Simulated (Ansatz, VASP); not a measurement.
## Two plane-wave programs on MgO

```xyz
2
Lattice="0.0000 2.1351 2.1351 2.1351 0.0000 2.1351 2.1351 2.1351 0.0000" Properties=species:S:1:pos:R:3 pbc="T T T"
Mg    0.0000    0.0000    0.3000
O     2.1351    2.1351    2.1351
```

Change from the starting cell: all Mg atoms moved -0.300 Å, as atom 1 towards its neighbour atom 2 (O) at 2.135 Å.

Alike in both runs: task single point; functional PBE; k mesh 10 × 10 × 10; occupations gaussian, width 0.05 eV; no spin polarisation.

|  | VASP | Ansatz |
| --- | --- | --- |
| version | VASP 6.6.1 | Ansatz 0.2.0 |
| potentials or method | VASP PAW PBE potentials, release 64 (Mg, O), cutoff 520 eV | scalar-relativistic, plane waves, PAW |
| valence electrons in the cell | 8 | 16 |

```csv
,VASP,Ansatz,Ansatz less VASP
gap on the k mesh at the Fermi level (eV),4.32,4.34,+0.016
least direct gap on the mesh (eV),4.32,4.34,+0.016
pressure (GPa),6.3,6.9,+0.56
"traceless stress, the component that is largest in VASP (GPa)",20.45,20.13,-0.324
rms of the force components (eV/Å),1.368,1.347,-0.0209
```

Atom by atom the forces differ by 0.021 eV/Å (rms over components). With one functional, cell and mesh, what is left measures potentials, basis and numerics. VASP's potentials hold 8 valence electrons a cell and Ansatz's 16, so a difference there can come from the potentials and not from the codes.
